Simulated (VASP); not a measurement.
A run of VASP 6.6.1:

File INCAR:

```
ALGO = Normal ; EDIFF = 1E-7
EDIFFG = -0.02 ; ENCUT = 450
GGA = PE ; GGA_COMPAT = False
IBRION = 2 ; ISIF = 2
ISMEAR = -1 ; LASPH = True
LCHARG = False ; LREAL = False
LWAVE = False ; NELM = 120
NELMIN = 4 ; NSW = 80
PREC = Accurate ; SIGMA = 0.02
```

The input KPOINTS:

```
k-points
0
Gamma
  8 8 4
```

The input POSCAR:

```
CdI2
1.0
    4.2440000000      0.0000000000      0.0000000000
   -2.1220000000      3.6754118137      0.0000000000
    0.0000000000      0.0000000000      6.8590000000
Cd I
1 2
Direct
    0.0000000000      0.0000000000      0.0000000000
    0.3333333333      0.6666666667      0.2492000000
    0.6666666667      0.3333333333      0.7508000000
```

Potentials or basis: VASP PAW PBE potentials, release 64 (Cd, I).

Run with:

```sh
$ cat potpaw_PBE.64/Cd/POTCAR potpaw_PBE.64/I/POTCAR > POTCAR
$ mpirun -np 1 vasp_std > vasp.out
```

Hardware: 1 thread of Intel(R) Xeon(R) Platinum 8488C (Sapphire Rapids), with other jobs on the host.

Question: Estimate the wall time of this run.

Answer: Wall time 87 s on 1 thread of Intel(R) Xeon(R) Platinum 8488C (Sapphire Rapids), on a shared host, peak memory 0.23 GiB. Counts: scf iterations 26, k points 35, ion steps 3.
